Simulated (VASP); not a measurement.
# Li27H26I (a cell with a defect) in VASP: further runs, part 2 of 2

VASP 6.6.1.

### Step 3. Electric field gradients, r2SCAN

File POSCAR:

```
Li27H26I
1.0
    0.0000000000      6.0258581757      6.0258581757
    6.0258581757      0.0000000000      6.0258581757
    6.0258581757      6.0258581757      0.0000000000
Li I H
27 1 26
Direct
   -0.0005277226     -0.0005277226     -0.0005277226
   -0.0319338176     -0.0319338176      0.3652671510
   -0.0005277226     -0.0005277226      0.6682498346
   -0.0319338176      0.3652671510     -0.0319338176
   -0.0319338176      0.3652671510      0.3652671510
    0.0015933962      0.3317399372      0.6666666667
   -0.0005277226      0.6682498346     -0.0005277226
    0.0015933962      0.6666666667      0.3317399372
    0.0015933962      0.6666666667      0.6666666667
    0.3652671510     -0.0319338176     -0.0319338176
    0.3652671510     -0.0319338176      0.3652671510
    0.3317399372      0.0015933962      0.6666666667
    0.3652671510      0.3652671510     -0.0319338176
    0.3338610560      0.3338610560      0.3338610560
    0.3338610560      0.3338610560      0.6650834988
    0.3317399372      0.6666666667      0.0015933962
    0.3338610560      0.6650834988      0.3338610560
    0.3317399372      0.6666666667      0.6666666667
    0.6682498346     -0.0005277226     -0.0005277226
    0.6666666667      0.0015933962      0.3317399372
    0.6666666667      0.0015933962      0.6666666667
    0.6666666667      0.3317399372      0.0015933962
    0.6650834988      0.3338610560      0.3338610560
    0.6666666667      0.3317399372      0.6666666667
    0.6666666667      0.6666666667      0.0015933962
    0.6666666667      0.6666666667      0.3317399372
    0.6666666667      0.6666666667      0.6666666667
    0.1666666667      0.1666666667      0.1666666667
    0.1666666667      0.1666666667      0.5142666928
    0.1666666667      0.1666666667      0.8190666405
    0.1666666667      0.5142666928      0.1666666667
    0.1646712773      0.5006651298      0.5006651298
    0.1666666667      0.5142666928      0.8190666405
    0.1666666667      0.8190666405      0.1666666667
    0.1666666667      0.8190666405      0.5142666928
    0.1686620561      0.8326682035      0.8326682035
    0.5142666928      0.1666666667      0.1666666667
    0.5006651298      0.1646712773      0.5006651298
    0.5142666928      0.1666666667      0.8190666405
    0.5006651298      0.5006651298      0.1646712773
    0.5006651298      0.5006651298      0.5006651298
    0.5090371740      0.5090371740      0.8242961594
    0.5142666928      0.8190666405      0.1666666667
    0.5090371740      0.8242961594      0.5090371740
    0.5090371740      0.8242961594      0.8242961594
    0.8190666405      0.1666666667      0.1666666667
    0.8190666405      0.1666666667      0.5142666928
    0.8326682035      0.1686620561      0.8326682035
    0.8190666405      0.5142666928      0.1666666667
    0.8242961594      0.5090371740      0.5090371740
    0.8242961594      0.5090371740      0.8242961594
    0.8326682035      0.8326682035      0.1686620561
    0.8242961594      0.8242961594      0.5090371740
    0.8326682035      0.8326682035      0.8326682035
```

File INCAR.step1:

```
SYSTEM = Li27H26I
  PREC = Accurate
  ENCUT = 520
  ISMEAR = -1
  SIGMA = 0.01
  LREAL = Auto
  LASPH = .True.
  NELM = 80
  NBANDS = 90
  GGA = PE
  ALGO = Normal
  EDIFF = 1E-4
  LWAVE = .True.
  LCHARG = .False.
```

File INCAR.step2:

```
SYSTEM = Li27H26I
  PREC = Accurate
  ENCUT = 520
  EDIFF = 1E-8
  ISMEAR = -1
  SIGMA = 0.01
  LREAL = Auto
  LASPH = .True.
  NELM = 80
  ALGO = Normal
  ISIF = 2
  LWAVE = .False.
  LCHARG = .False.
  METAGGA = R2SCAN
  LMIXTAU = .True.
  LEFG = .True.
  NBANDS = 90
  ISTART = 1
```

File KPOINTS:

```
regular mesh
0
Gamma
  3 3 3
  0 0 0
```

Potentials or basis: VASP PAW PBE potentials, release 64 (Li_sv, I, H).

Command:

```bash
> cat potpaw_PBE.64/Li_sv/POTCAR potpaw_PBE.64/I/POTCAR potpaw_PBE.64/H/POTCAR > POTCAR
> cp INCAR.step1 INCAR
> mpirun -np 1 vasp_std > vasp.out
> cp INCAR.step2 INCAR
> mpirun -np 1 vasp_std > vasp.out
```

OUTCAR:

```text
SYSTEM = Li27H26I
   PREC = Accurate
   ENCUT = 520
   EDIFF = 1E-8
   ISMEAR = -1
   LREAL = Auto
   LASPH = .True.
   NELM = 80
   ISIF = 2
   METAGGA = R2SCAN
   ISTART = 1

 ion  position               nearest neighbor table
   1  0.999  0.999  0.999-
   2  0.968  0.968  0.365-  53 1.73  28 2.39   8 2.58  20 2.58   9 2.58  21 2.58
   3  0.999  0.999  0.668-
   4  0.968  0.365  0.968-  51 1.73  28 2.39   6 2.58  22 2.58   9 2.58  25 2.58
   5  0.968  0.365  0.365-  50 1.73  28 2.39  24 2.58  26 2.58   6 2.58   8 2.58
   6  0.002  0.332  0.667-   4 2.58   5 2.58
   7  0.999  0.668  0.999-
   8  0.002  0.667  0.332-   2 2.58   5 2.58
   9  0.002  0.667  0.667-   2 2.58   4 2.58
  10  0.365  0.968  0.968-  45 1.73  28 2.39  12 2.58  16 2.58  21 2.58  25 2.58
  11  0.365  0.968  0.365-  44 1.73  28 2.39  18 2.58  26 2.58  20 2.58  12 2.58
  12  0.332  0.002  0.667-  10 2.58  11 2.58
  13  0.365  0.365  0.968-  42 1.73  28 2.39  18 2.58  24 2.58  22 2.58  16 2.58
  14  0.334  0.334  0.334-
  15  0.334  0.334  0.665-
  16  0.332  0.667  0.002-  10 2.58  13 2.58
  17  0.334  0.665  0.334-
[... 23 lines left out ...]
  41  0.501  0.501  0.501-
  42  0.509  0.509  0.824-  13 1.73
  43  0.514  0.819  0.167-
  44  0.509  0.824  0.509-  11 1.73
  45  0.509  0.824  0.824-  10 1.73
  46  0.819  0.167  0.167-
  47  0.819  0.167  0.514-
  48  0.833  0.169  0.833-
  49  0.819  0.514  0.167-
  50  0.824  0.509  0.509-   5 1.73
  51  0.824  0.509  0.824-   4 1.73
  52  0.833  0.833  0.169-
  53  0.824  0.824  0.509-   2 1.73
  54  0.833  0.833  0.833-

  LATTYP: Found a face centered cubic cell.
 ALAT       =    12.0517163514

  Lattice vectors:

 A1 = (   0.0000000000,   6.0258581757,   6.0258581757)
 A2 = (   6.0258581757,   0.0000000000,   6.0258581757)
 A3 = (   6.0258581757,   6.0258581757,   0.0000000000)

Analysis of symmetry for initial positions (statically):
=====================================================================
 Subroutine PRICEL returns:
 Original cell was already a primitive cell.

 Routine SETGRP: Setting up the symmetry group for a
 face centered cubic supercell.

 Subroutine GETGRP returns: Found 48 space group operations
 (whereof  6 operations were pure point group operations)
 out of a pool of 48 trial point group operations.

The static configuration has the point symmetry C_3v.
 The point group associated with its full space group is O_h .

Analysis of symmetry for dynamics (positions and initial velocities):
=====================================================================
 Subroutine PRICEL returns:
 Original cell was already a primitive cell.

 Routine SETGRP: Setting up the symmetry group for a
 face centered cubic supercell.

 Subroutine GETGRP returns: Found 48 space group operations
 (whereof  6 operations were pure point group operations)
 out of a pool of 48 trial point group operations.

The dynamic configuration has the point symmetry C_3v.
[... 210 lines left out ...]
   AEXX    =    0.0000 exact exchange contribution
   IVDW    =     0    specifies the selected vdW correction
   LEPSILON=     F    determine dielectric tensor
   LRPA    =     F    only Hartree local field effects (RPA)
 non-spin polarized calculation
  energy-cutoff  :      520.00
  volume of cell :      437.61
 maximum number of plane-waves:     11806
   NGX = 31   NGY = 31   NGZ = 31

 number of electron     113.9999998 magnetization

 Free energy of the ion-electron system (eV)
  ---------------------------------------------------
  ext. energy  EPLUGINS =         0.00000000
  ---------------------------------------------------
  free energy    TOTEN  =      -202.55557191 eV

  energy without entropy =     -202.55557191  energy(sigma->0) =     -202.55557191

 E-fermi :   0.7480     XC(G=0):  -9.0805

 val. band max:        0.3879185743   @ k =  -0.3333   0.3333   0.0000
 cond. band min:       4.4537992753   @ k =  -0.3333   0.3333   0.0000
 fundamental gap:      4.0658807010
 Fermi energy:         0.7479851962

 k-point     1 :       0.0000    0.0000    0.0000
  band No.  band energies     occupation
      1     -45.4626      2.00000
      2     -45.4579      2.00000
      3     -45.4579      2.00000
      4     -45.4579      2.00000
      5     -45.4555      2.00000
      6     -45.4555      2.00000
[... 277 lines left out ...]
     68       6.4982      0.00000
     69       6.6857      0.00000
 [bands above 69 left out]

------------------------ aborting loop because EDIFF is reached ----------------------------------------

  FORCE on cell =-STRESS in cart. coord.  units (eV):
  Direction    XX          YY          ZZ          XY          YZ          ZX
  --------------------------------------------------------------------------------------
  -------------------------------------------------------------------------------------
  Total       11.4329486     11.4329486     11.4329486      0.0000000      0.0000000      0.0000000
  in kB       41.8583516     41.8583516     41.8583516      0.0000000      0.0000000      0.0000000
  external PRESSURE =      41.8583516 kB  Pullay stress =       0.0000000 kB

 VOLUME and BASIS-vectors are now :
 -----------------------------------------------------------------------------
  energy-cutoff  :      520.00
  volume of cell :      437.61
      direct lattice vectors                 reciprocal lattice vectors
     0.000000000  6.025858176  6.025858176    -0.082975733  0.082975733  0.082975733
     6.025858176  0.000000000  6.025858176     0.082975733 -0.082975733  0.082975733
     6.025858176  6.025858176  0.000000000     0.082975733  0.082975733 -0.082975733

 POSITION                                       TOTAL-FORCE (eV/Angst)
 -----------------------------------------------------------------------------------
     12.04536     12.04536     12.04536         0.005785      0.005785      0.005785
      8.03448      8.03448     11.66686         0.000000      0.000000      0.038052
     10.04946     10.04946     12.04536        -0.005785     -0.005785      0.005785
      8.03448     11.66686      8.03448         0.000000      0.038052      0.000000
      4.40210      8.03448      8.03448        -0.038052      0.000000      0.000000
      6.01626      4.02684      2.00862        -0.007815      0.007815      0.000000
[... 46 lines left out ...]
      8.03448      8.03448      9.93418         0.000000      0.000000      0.016969
     10.03508     10.03508     10.03508        -0.002116     -0.002116     -0.002116
 -----------------------------------------------------------------------------------
    total drift:                                0.000093      0.000093      0.000091

  FREE ENERGIE OF THE ION-ELECTRON SYSTEM (eV)
  ---------------------------------------------------
  free  energy   TOTEN  =      -202.5555719084 eV

  energy  without entropy=     -202.5555719084  energy(sigma->0) =     -202.55557191

 Electric field gradients (V/A^2)
---------------------------------------------------------------------
 ion       V_xx      V_yy      V_zz      V_xy      V_xz      V_yz
---------------------------------------------------------------------
   1       0.000    -0.000    -0.000     0.091     0.091     0.091
   2      -0.169    -0.169     0.337     0.005     0.004     0.004
   3      -0.001    -0.001     0.001     0.092    -0.084    -0.084
   4      -0.169     0.337    -0.169     0.004     0.005     0.004
   5       0.335    -0.168    -0.168     0.005     0.005     0.002
   6       0.068     0.073    -0.141     0.558     0.004    -0.001
[... 46 lines left out ...]
  53      -1.288    -1.288     2.576    -0.000    -0.001    -0.001
  54       0.000    -0.000    -0.000     0.021     0.021     0.021
---------------------------------------------------------------------

 Electric field gradients after diagonalization (V/A^2)
 (convention: |V_zz| > |V_xx| > |V_yy|)
----------------------------------------------------------------------
 ion       V_xx      V_yy      V_zz     asymmetry (V_yy - V_xx)/ V_zz
----------------------------------------------------------------------
   1      -0.091    -0.091     0.183       0.000
   2      -0.174    -0.164     0.337       0.030
   3      -0.092    -0.080     0.173       0.070
   4      -0.174    -0.164     0.337       0.030
   5      -0.170    -0.166     0.336       0.013
   6      -0.487    -0.141     0.628       0.550
[... 46 lines left out ...]
  53      -1.288    -1.288     2.576       0.000
  54      -0.021    -0.021     0.041       0.000
----------------------------------------------------------------------

           NMR quadrupolar parameters

 Cq : quadrupolar parameter    Cq=e*Q*V_zz/h
 eta: asymmetry parameters     (V_yy - V_xx)/ V_zz
 Q  : nuclear electric quadrupole moment in mb (millibarn)
----------------------------------------------------------------------
 ion       Cq(MHz)       eta       Q (mb)
----------------------------------------------------------------------
   1       0.000       0.000       1.000
   2       0.001       0.030       1.000
   3       0.000       0.070       1.000
   4       0.001       0.030       1.000
   5       0.001       0.013       1.000
   6       0.002       0.550       1.000
[... 46 lines left out ...]
  53       0.006       0.000       1.000
  54       0.000       0.000       1.000
----------------------------------------------------------------------
```

Run time: 60 min. Hardware: 1 thread of Oxide Virtual Turin-like, shared host; peak memory 0.69 GiB.

Results:

```yaml
Free_energy: -202.5556 eV
Largest_force: 0.038 eV/Å
Band_gap_on_the_k_mesh: 4.07 eV
Largest_electric_field_gradient_by_atom: Li +0.2, +0.3, +0.6, +0.0 (each value once); I -0.0; H +0.6, +0.0, +2.6 (each value once) V/Å²
```

Forces in eV/Å, atoms in the order of the input:
```
Li   0.006  0.006  0.006
Li   0.000  0.000  0.038
Li  -0.006 -0.006  0.006
Li   0.000  0.038  0.000
Li  -0.038  0.000  0.000
Li  -0.008  0.008  0.000
Li  -0.006  0.006 -0.006
Li  -0.008  0.000  0.008
Li   0.000  0.008  0.008
Li   0.038  0.000  0.000
Li   0.000 -0.038  0.000
Li   0.008 -0.008  0.000
Li   0.000  0.000 -0.038
Li  -0.006 -0.006 -0.006
Li   0.006  0.006 -0.006
Li   0.008  0.000 -0.008
Li   0.006 -0.006  0.006
Li   0.000 -0.008 -0.008
Li   0.006 -0.006 -0.006
Li   0.000 -0.008  0.008
Li   0.008  0.000  0.008
Li   0.000  0.008 -0.008
Li  -0.006  0.006  0.006
Li  -0.008  0.000 -0.008
Li   0.008  0.008  0.000
Li  -0.008 -0.008  0.000
Li   0.000  0.000  0.000
I    0.000  0.000  0.000
H    0.004  0.004  0.000
H   -0.004 -0.004  0.000
H    0.004  0.000  0.004
H    0.002 -0.002 -0.002
H    0.000 -0.004  0.004
H   -0.004  0.000 -0.004
H    0.000  0.004 -0.004
H   -0.002  0.002  0.002
H    0.000  0.004  0.004
H   -0.002  0.002 -0.002
H   -0.004  0.000  0.004
H   -0.002 -0.002  0.002
H    0.002  0.002  0.002
H    0.000  0.000 -0.017
H   -0.004  0.004  0.000
H    0.000 -0.017  0.000
H    0.017  0.000  0.000
H    0.000 -0.004 -0.004
H    0.004  0.000 -0.004
H    0.002 -0.002  0.002
H    0.004 -0.004  0.000
H   -0.017  0.000  0.000
H    0.000  0.017  0.000
H    0.002  0.002 -0.002
H    0.000  0.000  0.017
H   -0.002 -0.002 -0.002
```

Levels at points of the mesh, in eV from the valence-band top:
```csv
k point,band 54,band 55,band 56,band 57,band 58,band 59,band 60,band 61
"(0.00, 0.00, 0.00)",-0.95,-0.09,-0.09,-0.09,5.27,5.27,5.27,5.42
```

Electric field gradients, principal values (V/Å²):
| atom | least | middle | greatest (by size) |
| --- | --- | --- | --- |
| 1 Li | -0.091 | -0.091 | 0.183 |
| 2 Li | -0.164 | -0.174 | 0.337 |
| 3 Li | -0.080 | -0.092 | 0.173 |
| 4 Li | -0.164 | -0.174 | 0.337 |
| 5 Li | -0.166 | -0.170 | 0.336 |
| 6 Li | -0.141 | -0.487 | 0.628 |
| 7 Li | -0.080 | -0.092 | 0.173 |
| 8 Li | -0.141 | -0.487 | 0.628 |
| 9 Li | -0.143 | -0.483 | 0.625 |
| 10 Li | -0.164 | -0.174 | 0.337 |
| 11 Li | -0.166 | -0.170 | 0.336 |
| 12 Li | -0.141 | -0.487 | 0.628 |
| 13 Li | -0.166 | -0.170 | 0.336 |
| 14 Li | -0.088 | -0.088 | 0.176 |
| 15 Li | -0.080 | -0.088 | 0.168 |
| 16 Li | -0.141 | -0.487 | 0.628 |
| 17 Li | -0.080 | -0.088 | 0.168 |
| 18 Li | -0.140 | -0.482 | 0.623 |
| 19 Li | -0.080 | -0.092 | 0.173 |
| 20 Li | -0.141 | -0.487 | 0.628 |
| 21 Li | -0.143 | -0.483 | 0.625 |
| 22 Li | -0.141 | -0.487 | 0.628 |
| 23 Li | -0.080 | -0.088 | 0.168 |
| 24 Li | -0.140 | -0.482 | 0.623 |
| 25 Li | -0.143 | -0.483 | 0.625 |
| 26 Li | -0.140 | -0.482 | 0.623 |
| 27 Li | -0.001 | -0.001 | 0.002 |
| 28 I | 0.000 | 0.000 | 0.000 |
| 29 H | -0.125 | -0.513 | 0.638 |
| 30 H | -0.125 | -0.513 | 0.638 |
| 31 H | -0.125 | -0.513 | 0.638 |
| 32 H | -0.020 | -0.022 | 0.042 |
| 33 H | -0.125 | -0.511 | 0.636 |
| 34 H | -0.125 | -0.513 | 0.638 |
| 35 H | -0.125 | -0.511 | 0.636 |
| 36 H | -0.020 | -0.021 | 0.041 |
| 37 H | -0.125 | -0.513 | 0.638 |
| 38 H | -0.020 | -0.022 | 0.042 |
| 39 H | -0.125 | -0.511 | 0.636 |
| 40 H | -0.020 | -0.022 | 0.042 |
| 41 H | -0.020 | -0.020 | 0.039 |
| 42 H | -1.286 | -1.289 | 2.575 |
| 43 H | -0.125 | -0.511 | 0.636 |
| 44 H | -1.286 | -1.289 | 2.575 |
| 45 H | -1.288 | -1.288 | 2.576 |
| 46 H | -0.125 | -0.513 | 0.638 |
| 47 H | -0.125 | -0.511 | 0.636 |
| 48 H | -0.020 | -0.021 | 0.041 |
| 49 H | -0.125 | -0.511 | 0.636 |
| 50 H | -1.286 | -1.289 | 2.575 |
| 51 H | -1.288 | -1.288 | 2.576 |
| 52 H | -0.020 | -0.021 | 0.041 |
| 53 H | -1.288 | -1.288 | 2.576 |
| 54 H | -0.021 | -0.021 | 0.041 |

Caveat: the cutoff is under 1.25 times the usual one of these potentials, so pressure, stress and relaxed cells hold a basis-set (Pulay) error; without QUAD_EFG the Cq values of the log hold for a quadrupole moment of 1 mb, not for the nuclei; the PAW data sets were made with another functional, which shifts forces and pressure a little; spin-orbit coupling is left out, which moves the levels of the heavy elements.
